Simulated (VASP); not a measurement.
**Te: relaxation of the atoms with PBE**

Te:

```xyz
3
Lattice="4.4580 0.0000 0.0000 -2.2290 3.8607 0.0000 0.0000 0.0000 5.9250" Properties=species:S:1:pos:R:3 pbc="T T T"
Te    3.3212    0.0000    1.9750
Te   -1.6606    2.8763    3.9500
Te    0.5684    0.9845    0.0000
```

```
Program                : VASP 6.6.1
Task                   : relaxation of the atoms
Functional             : PBE
Potentials or basis    : VASP PAW PBE potentials, release 64 (Te)
Cutoff                 : 520 eV
k mesh                 : 8 × 8 × 5
Occupations            : fermi-dirac, width 0.05 eV
Spin                   : no spin polarisation
Dipole correction      : no
Further INCAR settings : ALGO = Normal; EDIFF = 1e-06; IBRION = 2; EDIFFG = -0.02; NSW = 80
```

The energy gained by relaxing is 25.5 meV/atom and the ionic steps are 4. The pressure after relaxing is 0.7 GPa. The largest force after relaxing is 0.018 eV/Å and the band gap on the k mesh is 0.53 eV, indirect (least direct gap 0.74 eV).

Forces on the atoms (eV/Å):
```
Te   0.018  0.000  0.000
Te  -0.009  0.016  0.000
Te  -0.009 -0.016  0.000
```

Stress tensor (GPa, compression positive):
```
0.56 0.00 0.00
0.00 0.56 0.00
0.00 0.00 0.85
```

Step by step:
```tsv
step	energy change (eV)	largest force (eV/Å)	pressure (GPa)
1	0.0000	0.6375	3.18
2	-0.0462	0.3740	2.22
3	-0.0743	0.0819	0.38
4	-0.0764	0.0181	0.66
```

Final structure:
```cif
data_structure
_symmetry_space_group_name_H-M 'P 1'
_symmetry_Int_Tables_number 1
_cell_length_a 4.4580
_cell_length_b 4.4580
_cell_length_c 5.9250
_cell_angle_alpha 90.000
_cell_angle_beta 90.000
_cell_angle_gamma 120.000
_cell_volume 101.98
loop_
_atom_site_label
_atom_site_type_symbol
_atom_site_fract_x
_atom_site_fract_y
_atom_site_fract_z
_atom_site_occupancy
Te1 Te 0.72422 0.00000 0.33333 1
Te2 Te 0.00000 0.72422 0.66667 1
Te3 Te 0.27578 0.27578 0.00000 1
```

Levels at points of the mesh, in eV from the valence-band top:
```
           k point  band 5  band 6  band 7  band 8  band 9  band 10  band 11  band 12  band 13
(0.00, 0.00, 0.00)   -2.50   -2.50   -1.52   -1.52   -0.79     1.17     1.17     1.72     5.19
(0.50, 0.00, 0.00)   -4.18   -3.45   -3.37   -0.73   -0.57     0.93     0.95     3.03     3.85
```

It took 4.4 min on 1 thread of Oxide Virtual Turin-like Processor, on a shared host, peak memory 0.22 GiB.

Caveat: spin-orbit coupling is left out, which moves the levels of the heavy elements. Expect the measured gap to be larger: semilocal functionals such as PBE lack the derivative discontinuity.
